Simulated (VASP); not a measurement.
# Hg2H3 (Pm-3m) in VASP: a series of runs

Hg2H3 is run at these levels: PBE; tasks: single point, relaxation of cell and atoms.

All numbers are computed with VASP 6.6.1; they aren't measurements. Logs are shortened: lines on timing, memory, paths and dates and some standing lists are left out, and cuts for length are marked.

## (1) The cell of the first run

The structure is cubic, space group Pm-3m (No. 221). The conventional cell has a = 4.034 Å, b = 4.034 Å, c = 4.034 Å, α = 90.00°, β = 90.00°, γ = 90.00°. Hg (site symmetry m-3m) has 12 H at 2.85 Å and 8 Hg at 3.49 Å within 3.8 Å. Within 2.7 Å of Hg (site symmetry m-3m) lie 6 H at 2.02 Å. Within 2.7 Å of H (site symmetry 4/mmm) lie 2 Hg at 2.02 Å.

The cell was generated, and may not be a known phase.

## (2) Single point, PBE

File INCAR:

```
SYSTEM = Hg2H3
PREC = Accurate
ENCUT = 520
EDIFF = 1E-7
ISMEAR = 0
SIGMA = 0.1
LREAL = .FALSE.
LASPH = .TRUE.
NELM = 60
ALGO = Fast
ISIF = 2
LWAVE = .FALSE.
LCHARG = .TRUE.
GGA = PE
LELF = .TRUE.
LVHAR = .TRUE.
NBANDS = 22
```

File KPOINTS:

```
regular mesh
0
G
  10 10 10
  0 0 0
```

File POSCAR:

```
Hg2H3
1.0
    4.0339909299      0.0000000000      0.0000000000
    0.0000000000      4.0339909299      0.0000000000
    0.0000000000      0.0000000000      4.0339909299
Hg H
2 3
Direct
    0.0000000000      0.0000000000      0.0000000000
    0.5000000000      0.5000000000      0.5000000000
    0.0000000000      0.5000000000      0.5000000000
    0.5000000000      0.0000000000      0.5000000000
    0.5000000000      0.5000000000      0.0000000000
```

Potentials or basis: VASP PAW PBE potentials, release 64 (Hg, H).

The run is started by

```
cat potpaw_PBE.64/Hg/POTCAR potpaw_PBE.64/H/POTCAR > POTCAR
mpirun -np 1 vasp_std > vasp.out
```

OUTCAR:

```text
SYSTEM = Hg2H3
   PREC = Accurate
   ENCUT = 520
   EDIFF = 1E-7
   ISMEAR = 0
   LREAL = .FALSE.
   LASPH = .TRUE.
   NELM = 60
   ISIF = 2
   GGA = PE

 ion  position               nearest neighbor table
   1  0.000  0.000  0.000-   2 3.49   2 3.49   2 3.49   2 3.49   2 3.49   2 3.49   2 3.49   2 3.49

   2  0.500  0.500  0.500-   3 2.02   4 2.02   5 2.02   5 2.02   4 2.02   3 2.02   1 3.49   1 3.49
                             1 3.49   1 3.49   1 3.49   1 3.49   1 3.49   1 3.49
   3  0.000  0.500  0.500-   2 2.02   2 2.02
   4  0.500  0.000  0.500-   2 2.02   2 2.02
   5  0.500  0.500  0.000-   2 2.02   2 2.02

  LATTYP: Found a simple cubic cell.
 ALAT       =     4.0339909299

  Lattice vectors:

 A1 = (   4.0339909299,   0.0000000000,   0.0000000000)
 A2 = (   0.0000000000,   4.0339909299,   0.0000000000)
 A3 = (   0.0000000000,   0.0000000000,   4.0339909299)

Analysis of symmetry for initial positions (statically):
=====================================================================
 Subroutine PRICEL returns:
 Original cell was already a primitive cell.

 Routine SETGRP: Setting up the symmetry group for a
 simple cubic supercell.

 Subroutine GETGRP returns: Found 48 space group operations
 (whereof 48 operations were pure point group operations)
 out of a pool of 48 trial point group operations.

The static configuration has the point symmetry O_h .

Analysis of symmetry for dynamics (positions and initial velocities):
=====================================================================
 Subroutine PRICEL returns:
 Original cell was already a primitive cell.

 Routine SETGRP: Setting up the symmetry group for a
 simple cubic supercell.

 Subroutine GETGRP returns: Found 48 space group operations
 (whereof 48 operations were pure point group operations)
 out of a pool of 48 trial point group operations.

The dynamic configuration has the point symmetry O_h .

 Subroutine INISYM returns: Found 48 space group operations
 (whereof 48 operations are pure point group operations),
 and found     1 'primitive' translations

----------------------------------------------------------------------------------------

                                     Primitive cell

  volume of cell :      65.6455

  direct lattice vectors                    reciprocal lattice vectors
     4.033990930  0.000000000  0.000000000     0.247893468  0.000000000  0.000000000
     0.000000000  4.033990930  0.000000000     0.000000000  0.247893468  0.000000000
     0.000000000  0.000000000  4.033990930     0.000000000  0.000000000  0.247893468

  length of vectors
     4.033990930  4.033990930  4.033990930     0.247893468  0.247893468  0.247893468

  position of ions in fractional coordinates (direct lattice)
     0.000000000  0.000000000  0.000000000
     0.500000000  0.500000000  0.500000000
     0.000000000  0.500000000  0.500000000
     0.500000000  0.000000000  0.500000000
     0.500000000  0.500000000  0.000000000

  ion indices of the primitive-cell ions
   primitive index   ion index
                 1           1
                 2           2
                 3           3
                 4           4
                 5           5

----------------------------------------------------------------------------------------

 KPOINTS: regular mesh

Automatic generation of k-mesh.
 Grid dimensions read from file:
 generate k-points for:   10   10   10

 Generating k-lattice:

  Cartesian coordinates                     Fractional coordinates (reciprocal lattice)
     0.024789347  0.000000000  0.000000000     0.100000000  0.000000000  0.000000000
     0.000000000  0.024789347  0.000000000     0.000000000  0.100000000  0.000000000
     0.000000000  0.000000000  0.024789347     0.000000000  0.000000000  0.100000000

  Length of vectors
     0.024789347  0.024789347  0.024789347

  Shift w.r.t. Gamma in fractional coordinates (k-lattice)
     0.000000000  0.000000000  0.000000000

 Subroutine IBZKPT returns following result:
 ===========================================

 Found     56 irreducible k-points:

 Following reciprocal coordinates:
            Coordinates               Weight
  0.000000  0.000000  0.000000      1.000000
  0.100000  0.000000  0.000000      6.000000
  0.200000  0.000000  0.000000      6.000000
  0.300000  0.000000  0.000000      6.000000
  0.400000  0.000000  0.000000      6.000000
  0.500000  0.000000  0.000000      3.000000
[... 16 lines left out ...]
  0.200000  0.100000  0.100000     24.000000
  0.300000  0.100000  0.100000     24.000000
 [... further k-points ...]
   k-points           NKPTS =     56   k-points in BZ     NKDIM =     56   number of bands    NBANDS=     22
   number of dos      NEDOS =    301   number of ions     NIONS =      5
   total plane-waves  NPLWV =  27000
   dimension x,y,z NGX =    30 NGY =   30 NGZ =   30
   dimension x,y,z NGXF=    60 NGYF=   60 NGZF=   60
   ions per type =               2   3
   NGX,Y,Z   is equivalent  to a cutoff of  12.36, 12.36, 12.36 a.u.
   NGXF,Y,Z  is equivalent  to a cutoff of  24.73, 24.73, 24.73 a.u.
 SYSTEM =  Hg2H3
   PREC   = accura    normal or accurate (medium, high low for compatibility)
   ISTART =      0    job   : 0-new  1-cont  2-samecut
   ICHARG =      2    charge: 1-file 2-atom 10-const
   ISPIN  =      1    spin polarized calculation?
   LNONCOLLINEAR =      F non collinear calculations
   LSORBIT =      F    spin-orbit coupling
   LASPH  =      T    aspherical Exc in radial PAW
   ENCUT  =  520.0 eV  38.22 Ry    6.18 a.u.   7.50  7.50  7.50*2*pi/ulx,y,z
   NELM   =     60;   NELMIN=  2; NELMDL= -5     # of ELM steps
   EDIFF  = 0.1E-06   stopping-criterion for ELM
   LREAL  =      F    real-space projection
   EDIFFG = 0.1E-05   stopping-criterion for IOM
   NSW    =      0    number of steps for IOM
   IBRION =     -1    ionic relax: 0-MD 1-quasi-New 2-CG
   NFREE  =      0    steps in history (QN), initial steepest desc. (CG)
   ISIF   =      2    stress and relaxation
   ISYM   =      2    0-nonsym 1-usesym 2-fastsym
   POTIM  = 0.5000    time-step for ionic-motion
   TEBEG  =    0.0;   TEEND  =   0.0 temperature during run
   PSTRESS=    0.0 pullay stress
   NELECT =      27.0000    total number of electrons
   NUPDOWN=      -1.0000    fix difference up-down
   EMIN   =  10.00;   EMAX   =-10.00  energy-range for DOS
   EFERMI =   0.00;   METHOD = LEGACY
   ISMEAR =     0;   SIGMA  =   0.10  broadening in eV -4-tet -1-fermi 0-gaus
   EFERMI_NEDOS =   21; number of points for ismear=-14 and -15
   IALGO  =     68    algorithm
   IMIX   =      4    mixing-type and parameters
     AMIX     =   0.40;   BMIX     =  1.00
     AMIX_MAG =   1.60;   BMIX_MAG =  1.00
  volume/ion in A,a.u.               =      13.13        88.60
  Fermi-wavevector in a.u.,A,eV,Ry     =   1.217478  2.300700 20.167276  1.482253
  Thomas-Fermi vector in A             =   2.352797
   LORBIT       =      0    0 simple, 1 ext, 2 COOP (PROOUT), +10 PAW based schemes
   GGA     = PE    functional components
   LHFCALC =     F    Hartree Fock is set to
   AEXX    =    0.0000 exact exchange contribution
   IVDW    =     0    specifies the selected vdW correction
   LEPSILON=     F    determine dielectric tensor
   LRPA    =     F    only Hartree local field effects (RPA)
 non-spin polarized calculation
 RMM-DIIS sequential band-by-band and
 Gauss-broadening in eV      SIGMA  =   0.10
  energy-cutoff  :      520.00
  volume of cell :       65.65
 maximum number of plane-waves:      1800
   NGX = 15   NGY = 15   NGZ = 15

 number of electron      27.0000002 magnetization

 Free energy of the ion-electron system (eV)
  ---------------------------------------------------
  ext. energy  EPLUGINS =         0.00000000
  ---------------------------------------------------
  free energy    TOTEN  =        -7.33623895 eV

  energy without entropy =       -7.32765757  energy(sigma->0) =       -7.33194826

 E-fermi :   1.1075     XC(G=0): -10.0482

 val. band max:        1.0897754271   @ k =   0.4000   0.4000   0.3000
 cond. band min:       1.1231487941   @ k =   0.0000   0.0000   0.0000
 fundamental gap:      0.0333733670
 Fermi energy:         1.1074929046

 k-point     1 :       0.0000    0.0000    0.0000
  band No.  band energies     occupation
      1      -8.0509      2.00000
      2      -7.2352      2.00000
      3      -7.2352      2.00000
      4      -5.7427      2.00000
      5      -5.7427      2.00000
      6      -5.7427      2.00000
[... 14 lines left out ...]
     21      12.6194      0.00000
     22      13.4783      0.00000

 k-point     2 :       0.1000    0.0000    0.0000
  band No.  band energies     occupation
      1      -7.9583      2.00000
      2      -7.2249      2.00000
      3      -7.1792      2.00000
      4      -5.7475      2.00000
      5      -5.7475      2.00000
      6      -5.7354      2.00000
[... 14 lines left out ...]
     21      12.4394      0.00000
     22      12.6460      0.00000

 k-point     3 :       0.2000    0.0000    0.0000
  band No.  band energies     occupation
      1      -7.7164      2.00000
      2      -7.1974      2.00000
      3      -6.9890      2.00000
      4      -5.7600      2.00000
      5      -5.7600      2.00000
      6      -5.7160      2.00000
[... 14 lines left out ...]
     21      11.5158      0.00000
     22      12.8299      0.00000
[... 476 lines left out ...]
 k-point    23 :       0.2000    0.1000    0.1000
  band No.  band energies     occupation
      1      -7.5285      2.00000
      2      -7.1150      2.00000
      3      -6.9540      2.00000
      4      -5.7841      2.00000
      5      -5.7781      2.00000
      6      -5.7175      2.00000
[... 14 lines left out ...]
     21      12.1995      0.00000
     22      13.0718      0.00000

 k-point    24 :       0.3000    0.1000    0.1000
  band No.  band energies     occupation
      1      -7.2865      2.00000
      2      -7.0846      2.00000
      3      -6.5344      2.00000
      4      -5.8029      2.00000
      5      -5.7959      2.00000
      6      -5.7159      2.00000
[... 14 lines left out ...]
     21      12.2338      0.00000
     22      12.4397      0.00000

 [... further k-points ...]

------------------------ aborting loop because EDIFF is reached ----------------------------------------

  FORCE on cell =-STRESS in cart. coord.  units (eV):
  Direction    XX          YY          ZZ          XY          YZ          ZX
  --------------------------------------------------------------------------------------
  -------------------------------------------------------------------------------------
  Total        0.0727417      0.0727417      0.0727417     -0.0000000     -0.0000000      0.0000000
  in kB        1.7753714      1.7753714      1.7753714     -0.0000000     -0.0000000      0.0000000
  external PRESSURE =       1.7753714 kB  Pullay stress =       0.0000000 kB

 VOLUME and BASIS-vectors are now :
 -----------------------------------------------------------------------------
  energy-cutoff  :      520.00
  volume of cell :       65.65
      direct lattice vectors                 reciprocal lattice vectors
     4.033990930  0.000000000  0.000000000     0.247893468  0.000000000  0.000000000
     0.000000000  4.033990930  0.000000000     0.000000000  0.247893468  0.000000000
     0.000000000  0.000000000  4.033990930     0.000000000  0.000000000  0.247893468

 POSITION                                       TOTAL-FORCE (eV/Angst)
 -----------------------------------------------------------------------------------
      0.00000      0.00000      0.00000         0.000000      0.000000      0.000000
      2.01700      2.01700      2.01700         0.000000      0.000000      0.000000
      0.00000      2.01700      2.01700         0.000000      0.000000      0.000000
      2.01700      0.00000      2.01700         0.000000      0.000000      0.000000
      2.01700      2.01700      0.00000         0.000000      0.000000      0.000000
 -----------------------------------------------------------------------------------
    total drift:                                0.000000      0.000000     -0.000000

  FREE ENERGIE OF THE ION-ELECTRON SYSTEM (eV)
  ---------------------------------------------------
  free  energy   TOTEN  =        -7.3362389456 eV

  energy  without entropy=       -7.3276575671  energy(sigma->0) =       -7.33194826
```

Wall time 2 min (1 thread of Oxide Virtual Turin-like, shared host); peak memory 0.17 GiB.

Results:

* Free energy: -7.3362 eV
* Pressure: 0.2 GPa
* Band gap on the k mesh: zero (an odd number of electrons rules out a gap without spin polarisation)

Levels at points of the mesh, in eV from the Fermi level:
```tsv
k point	band 10	band 11	band 12	band 13	band 14	band 15	band 16	band 17	band 18	band 19
(0.00, 0.00, 0.00)	-5.26	-5.26	0.02	1.60	1.60	2.89	2.89	2.89	9.91	11.51
(0.50, 0.00, 0.00)	-5.51	-5.35	-4.75	0.40	1.53	5.48	5.70	5.70	6.73	6.73
(0.50, 0.50, 0.00)	-5.22	-4.28	-4.28	-3.63	-1.72	4.66	4.95	4.95	6.48	7.90
(0.50, 0.50, 0.50)	-5.21	-2.63	-2.63	-2.63	-2.52	-0.98	2.82	2.82	2.82	13.40
```

Caveat: spin-orbit coupling is left out, which moves the levels of the heavy elements.

(Continued in part 2 of 2.)

The gap in the log of VASP goes by the Fermi energy; the results here count the filled bands.